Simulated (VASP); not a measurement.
# Br (P6_3/mmc) in VASP: further runs

The runs below take Br through single point, with PBE.

All numbers are computed with VASP 6.6.1; they aren't measurements. Logs are shortened: lines on timing, memory, paths and dates and some standing lists are left out, and cuts for length are marked.

## 1. The cell of the first run

The structure is hexagonal, space group P6_3/mmc (No. 194). Conventional cell: a = 2.718 Å, b = 2.718 Å, c = 4.844 Å, α = 90.00°, β = 90.00°, γ = 120.00°. Within 3.6 Å of Br (site symmetry -6m2) lie 12 Br at 2.72 to 2.89 Å.

## 2. Single point, PBE

INCAR reads:

```
ALGO = Normal
EDIFF = 1E-6
ENCUT = 520
GGA = PE
ISIF = 2
ISMEAR = 1
LASPH = T
LCHARG = F
LREAL = F
LWAVE = F
NBANDS = 14
NELM = 80
PREC = Accurate
SIGMA = 0.01
```

KPOINTS reads:

```
k-points
0
Gamma
  8 8 4
```

POSCAR reads:

```
Br
1.0
    2.7178313340      0.0000000000      0.0000000000
   -1.3589156670      2.3537109784      0.0000000000
    0.0000000000      0.0000000000      4.8443430470
Br
2
Direct
    0.3333333333      0.6666666667      0.2500000000
    0.6666666667      0.3333333333      0.7500000000
```

Potentials or basis: VASP PAW PBE potentials, release 64 (Br).

Started as:

```sh
$ cat potpaw_PBE.64/Br/POTCAR > POTCAR
$ mpirun -np 1 vasp_std > vasp.out
```

OUTCAR:

```text
EDIFF = 1E-6
   ENCUT = 520
   GGA = PE
   ISIF = 2
   ISMEAR = 1
   LASPH = T
   LREAL = F
   NELM = 80
   PREC = Accurate

 ion  position               nearest neighbor table
   1  0.333  0.667  0.250-
   2  0.667  0.333  0.750-

  LATTYP: Found a hexagonal cell.
 ALAT       =     2.7178313340
 C/A-ratio  =     1.7824296108

  Lattice vectors:

 A1 = (   2.7178313340,   0.0000000000,   0.0000000000)
 A2 = (  -1.3589156670,   2.3537109784,   0.0000000000)
 A3 = (   0.0000000000,   0.0000000000,   4.8443430470)

Analysis of symmetry for initial positions (statically):
=====================================================================
 Subroutine PRICEL returns:
 Original cell was already a primitive cell.

 Routine SETGRP: Setting up the symmetry group for a
 hexagonal supercell.

 Subroutine GETGRP returns: Found 24 space group operations
 (whereof 12 operations were pure point group operations)
 out of a pool of 24 trial point group operations.

The static configuration has the point symmetry D_3d.
 The point group associated with its full space group is D_6h.

Analysis of symmetry for dynamics (positions and initial velocities):
=====================================================================
 Subroutine PRICEL returns:
 Original cell was already a primitive cell.

 Routine SETGRP: Setting up the symmetry group for a
 hexagonal supercell.

 Subroutine GETGRP returns: Found 24 space group operations
 (whereof 12 operations were pure point group operations)
 out of a pool of 24 trial point group operations.

The dynamic configuration has the point symmetry D_3d.
 The point group associated with its full space group is D_6h.

 Subroutine INISYM returns: Found 24 space group operations
 (whereof 12 operations are pure point group operations),
 and found     1 'primitive' translations

----------------------------------------------------------------------------------------

                                     Primitive cell

  volume of cell :      30.9892

  direct lattice vectors                    reciprocal lattice vectors
     2.717831334  0.000000000  0.000000000     0.367940419  0.212430500  0.000000000
    -1.358915667  2.353710978  0.000000000     0.000000000  0.424861000  0.000000000
     0.000000000  0.000000000  4.844343047     0.000000000  0.000000000  0.206426339

  length of vectors
     2.717831334  2.717831334  4.844343047     0.424861000  0.424861000  0.206426339

[... 84 lines left out ...]
   IBRION =     -1    ionic relax: 0-MD 1-quasi-New 2-CG
   NFREE  =      0    steps in history (QN), initial steepest desc. (CG)
   ISIF   =      2    stress and relaxation
   ISYM   =      2    0-nonsym 1-usesym 2-fastsym
   POTIM  = 0.5000    time-step for ionic-motion
   TEBEG  =    0.0;   TEEND  =   0.0 temperature during run
   PSTRESS=    0.0 pullay stress
   NELECT =      14.0000    total number of electrons
   NUPDOWN=      -1.0000    fix difference up-down
   EMIN   =  10.00;   EMAX   =-10.00  energy-range for DOS
   EFERMI =   0.00;   METHOD = LEGACY
   ISMEAR =     1;   SIGMA  =   0.01  broadening in eV -4-tet -1-fermi 0-gaus
   EFERMI_NEDOS =   21; number of points for ismear=-14 and -15
   IALGO  =     38    algorithm
   IMIX   =      4    mixing-type and parameters
     AMIX     =   0.40;   BMIX     =  1.00
     AMIX_MAG =   1.60;   BMIX_MAG =  1.00
  volume/ion in A,a.u.               =      15.49       104.56
  Fermi-wavevector in a.u.,A,eV,Ry     =   1.256167  2.373811 21.469384  1.577955
  Thomas-Fermi vector in A             =   2.389888
   LORBIT       =      0    0 simple, 1 ext, 2 COOP (PROOUT), +10 PAW based schemes
   GGA     = PE    functional components
   LHFCALC =     F    Hartree Fock is set to
   AEXX    =    0.0000 exact exchange contribution
   IVDW    =     0    specifies the selected vdW correction
   LEPSILON=     F    determine dielectric tensor
   LRPA    =     F    only Hartree local field effects (RPA)
 non-spin polarized calculation
 Methfessel and Paxton  Order N= 1 SIGMA  =   0.01
  energy-cutoff  :      520.00
  volume of cell :       30.99
 maximum number of plane-waves:       846
   NGX = 11   NGY = 11   NGZ = 19

 number of electron      13.9999999 magnetization

 Free energy of the ion-electron system (eV)
  ---------------------------------------------------
  ext. energy  EPLUGINS =         0.00000000
  ---------------------------------------------------
  free energy    TOTEN  =         0.50666226 eV

  energy without entropy =        0.50672987  energy(sigma->0) =        0.50668479

 E-fermi :   8.7247     XC(G=0): -11.9446

 val. band max:        8.7203109738   @ k =   0.2500   0.0000   0.2500
 cond. band min:       8.8269856882   @ k =   0.2500   0.1250   0.0000
 fundamental gap:      0.1066747145
 Fermi energy:         8.7246772424

 k-point     1 :       0.0000    0.0000    0.0000
  band No.  band energies     occupation
      1     -11.4910      2.00000
      2      -8.2937      2.00000
      3      -0.7565      2.00000
      4       9.9966      0.00000
      5      10.5919      0.00000
      6      10.5919      0.00000
      7      11.7243      0.00000
      8      11.7243      0.00000
      9      18.9212      0.00000
     10      18.9544      0.00000
     11      21.6682      0.00000
     12      21.6682      0.00000
     13      22.1506      0.00000
     14      23.2456      0.00000
[... 377 lines left out ...]
      1      -7.3857      2.00000
      2      -7.3857      2.00000
      3       1.3013      2.00000
      4       1.3013      2.00000
      5       6.6577      2.00000
      6       6.6577      2.00000
      7       8.5079      2.00000
      8       8.5079      2.00000
      9      15.7033      0.00000
     10      15.7033      0.00000
     11      17.5269      0.00000
     12      17.5269      0.00000
     13      25.6322      0.00000
     14      25.6322      0.00000

 [... further k-points ...]
[... 5 lines left out ...]
  --------------------------------------------------------------------------------------
  -------------------------------------------------------------------------------------
  Total       11.6257783     11.6257783     11.6203755      0.0000000     -0.0000000      0.0000000
  in kB      601.0659076    601.0659076    600.7865783      0.0000000     -0.0000000      0.0000000
  external PRESSURE =     600.9727978 kB  Pullay stress =       0.0000000 kB

 VOLUME and BASIS-vectors are now :
 -----------------------------------------------------------------------------
  energy-cutoff  :      520.00
  volume of cell :       30.99
      direct lattice vectors                 reciprocal lattice vectors
     2.717831334  0.000000000  0.000000000     0.367940419  0.212430500  0.000000000
    -1.358915667  2.353710978  0.000000000     0.000000000  0.424861000  0.000000000
     0.000000000  0.000000000  4.844343047     0.000000000  0.000000000  0.206426339

 POSITION                                       TOTAL-FORCE (eV/Angst)
 -----------------------------------------------------------------------------------
     -0.00000      1.56914      1.21109        -0.000000      0.000000      0.000000
      1.35892      0.78457      3.63326         0.000000      0.000000      0.000000
 -----------------------------------------------------------------------------------
    total drift:                               -0.000000      0.000000      0.000000

  FREE ENERGIE OF THE ION-ELECTRON SYSTEM (eV)
  ---------------------------------------------------
  free  energy   TOTEN  =         0.5066622567 eV

  energy  without entropy=        0.5067298698  energy(sigma->0) =        0.50668479
```

stdout:

```text
POSCAR found type information on POSCAR Br
 POSCAR found :  1 types and       2 ions
 scaLAPACK will be used
 LDA part: xc-table for (Slater+PW92), standard interpolation
 POSCAR, INCAR and KPOINTS ok, starting setup
 FFT: planning ... GRIDC
 FFT: planning ... GRID_SOFT
 FFT: planning ... GRID
 WAVECAR not read
 entering main loop
```

It took 7.7 s on 1 thread of AMD EPYC 7R43 (Zen 3), shared host; peak memory 0.11 GiB.

What came out:

```yaml
Free_energy: 0.5067 eV
Pressure: 60.1 GPa
Band_gap_on_the_k_mesh: zero (band 7 reaches 11.72 eV, above the bottom of band 8 at 6.29 eV)
```

## 3. Single point, PBE

This run uses another cell than the first one, of 17.30 Å³/atom, 1.117 times its volume.

INCAR reads:

```
SYSTEM = Br
PREC = Accurate
ENCUT = 520
EDIFF = 1E-7
ISMEAR = 1
SIGMA = 0.01
LREAL = .False.
LASPH = .True.
NELM = 60
ALGO = Normal
ISIF = 2
LWAVE = .False.
LCHARG = .True.
GGA = PE
LELF = .True.
LVHAR = .True.
NBANDS = 14
```

KPOINTS reads:

```
Automatic mesh
0
Gamma
  8 8 4
  0 0 0
```

POSCAR reads:

```
Br
1.0
    2.6942593449      0.0000000000      0.0000000000
   -1.3471296725      2.3332970371      0.0000000000
    0.0000000000      0.0000000000      5.5046405058
Br
2
Direct
    0.3333333333      0.6666666667      0.2500000000
    0.6666666667      0.3333333333      0.7500000000
```

Potentials or basis: VASP PAW PBE potentials, release 64 (Br).

Started as:

```sh
$ cat potpaw_PBE.64/Br/POTCAR > POTCAR
$ mpirun -np 1 vasp_std > vasp.out
```

OUTCAR:

```text
SYSTEM = Br
   PREC = Accurate
   ENCUT = 520
   EDIFF = 1E-7
   ISMEAR = 1
   LREAL = .False.
   LASPH = .True.
   NELM = 60
   ISIF = 2
   GGA = PE

 ion  position               nearest neighbor table
   1  0.333  0.667  0.250-
   2  0.667  0.333  0.750-

  LATTYP: Found a hexagonal cell.
 ALAT       =     2.6942593449
 C/A-ratio  =     2.0430997173

  Lattice vectors:

 A1 = (   2.6942593449,   0.0000000000,   0.0000000000)
 A2 = (  -1.3471296725,   2.3332970371,   0.0000000000)
 A3 = (   0.0000000000,   0.0000000000,   5.5046405058)

Analysis of symmetry for initial positions (statically):
=====================================================================
 Subroutine PRICEL returns:
 Original cell was already a primitive cell.

 Routine SETGRP: Setting up the symmetry group for a
 hexagonal supercell.

 Subroutine GETGRP returns: Found 24 space group operations
 (whereof 12 operations were pure point group operations)
 out of a pool of 24 trial point group operations.

The static configuration has the point symmetry D_3d.
 The point group associated with its full space group is D_6h.

[... 166 lines left out ...]
 fundamental gap:      0.0386465023
 Fermi energy:         6.9970084388

 k-point     1 :       0.0000    0.0000    0.0000
  band No.  band energies     occupation
      1     -12.2480      2.00000
      2     -10.6342      2.00000
      3      -1.1573      2.00000
      4       6.0391      2.00000
      5       9.8123      0.00000
      6       9.8123      0.00000
      7      10.3196      0.00000
      8      10.3196      0.00000
      9      14.2185      0.00000
     10      18.8485      0.00000
     11      20.7085      0.00000
     12      20.7085      0.00000
     13      20.8378      0.00000
     14      21.5650      0.00000
[... 377 lines left out ...]
      1      -8.6096      2.00000
      2      -8.6096      2.00000
      3       0.2842      2.00000
      4       0.2842      2.00000
      5       4.5547      2.00000
      6       4.5547      2.00000
      7       7.3622      0.00000
      8       7.3622      0.00000
      9      14.2383      0.00000
     10      14.2383      0.00000
     11      15.6441      0.00000
     12      15.6441      0.00000
     13      23.9676      0.00000
     14      23.9733      0.00000

 [... further k-points ...]
[... 5 lines left out ...]
  --------------------------------------------------------------------------------------
  -------------------------------------------------------------------------------------
  Total        8.6588135      8.6588135      8.6381218     -0.0000000      0.0000000      0.0000000
  in kB      400.8949458    400.8949458    399.9369381     -0.0000000      0.0000000      0.0000000
  external PRESSURE =     400.5756099 kB  Pullay stress =       0.0000000 kB

 VOLUME and BASIS-vectors are now :
 -----------------------------------------------------------------------------
  energy-cutoff  :      520.00
  volume of cell :       34.60
      direct lattice vectors                 reciprocal lattice vectors
     2.694259345  0.000000000  0.000000000     0.371159518  0.214289048  0.000000000
    -1.347129672  2.333297037  0.000000000     0.000000000  0.428578095  0.000000000
     0.000000000  0.000000000  5.504640506     0.000000000  0.000000000  0.181664906

 POSITION                                       TOTAL-FORCE (eV/Angst)
 -----------------------------------------------------------------------------------
     -0.00000      1.55553      1.37616         0.000000     -0.000000      0.000000
      1.34713      0.77777      4.12848        -0.000000      0.000000      0.000000
 -----------------------------------------------------------------------------------
    total drift:                               -0.000000      0.000000     -0.000000

  FREE ENERGIE OF THE ION-ELECTRON SYSTEM (eV)
  ---------------------------------------------------
  free  energy   TOTEN  =        -0.6662464818 eV

  energy  without entropy=       -0.6661497811  energy(sigma->0) =       -0.66621425
```

stdout:

```text
POSCAR found type information on POSCAR Br
 POSCAR found :  1 types and       2 ions
 scaLAPACK will be used
 LDA part: xc-table for (Slater+PW92), standard interpolation
 POSCAR, INCAR and KPOINTS ok, starting setup
 FFT: planning ... GRIDC
 FFT: planning ... GRID_SOFT
 FFT: planning ... GRID
 WAVECAR not read
 entering main loop
```

It took 11 s on 1 thread of AMD EPYC 7R43 (Zen 3), shared host; peak memory 0.11 GiB.

What came out:

```yaml
Free_energy: -0.6662 eV
Pressure: 40.1 GPa
Band_gap_on_the_k_mesh: zero (band 7 reaches 10.32 eV, above the bottom of band 8 at 5.42 eV)
```

Levels at points of the mesh, in eV from the Fermi level:
```csv
k point,band 3,band 4,band 5,band 6,band 7,band 8,band 9,band 10,band 11,band 12
"(0.00, 0.00, 0.00)",-8.15,-0.96,2.82,2.82,3.32,3.32,7.22,11.85,13.71,13.71
"(0.50, 0.00, 0.00)",-8.46,-7.69,-3.57,-1.51,-0.48,0.65,6.63,6.95,9.11,11.13
"(0.00, 0.00, 0.50)",-5.23,-5.23,3.07,3.07,3.07,3.07,11.84,11.84,13.89,13.89
"(0.50, 0.00, 0.50)",-8.37,-8.37,-1.71,-1.71,0.04,0.04,6.07,6.07,7.96,7.96
```
